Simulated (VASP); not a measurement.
A run of VASP 6.6.1 is set up as follows.

The input INCAR:

```
PREC = Accurate
ENCUT = 520
EDIFF = 1E-6
ISMEAR = 0
SIGMA = 0.1
LREAL = False
LASPH = True
NELM = 150
ALGO = Normal
ISIF = 2
LWAVE = False
LCHARG = False
ISPIN = 2
MAGMOM = 0 0 1
LORBIT = 11
LDIPOL = True
IDIPOL = 3
DIPOL = 0.5 0.5 0.265
GGA = PE
IVDW = 12
NBANDS = 26
```

Contents of KPOINTS:

```
Automatic mesh
0
Gamma
  9 9 1
```

The input POSCAR:

```
Ge2H
1.0
    4.0226895460      0.0000000000      0.0000000000
   -2.0113447730      3.4837513384      0.0000000000
    0.0000000000      0.0000000000     17.6842610184
Ge H
2 1
Direct
    0.3333333333      0.6666666667      0.2648830513
    0.6666666667      0.3333333333      0.2261898304
    0.5555555556      0.4444444444      0.3039007970
```

Potentials or basis: VASP PAW PBE potentials, release 64 (Ge_d, H).

Command:

```console
$ cat potpaw_PBE.64/Ge_d/POTCAR potpaw_PBE.64/H/POTCAR > POTCAR
$ mpirun -np 1 vasp_std > vasp.out
```

(1) What does it give for the net moment?

(2) Estimate the dispersion energy per atom.

Results:

(1) 0.00 μB per cell.

(2) -0.101 eV.
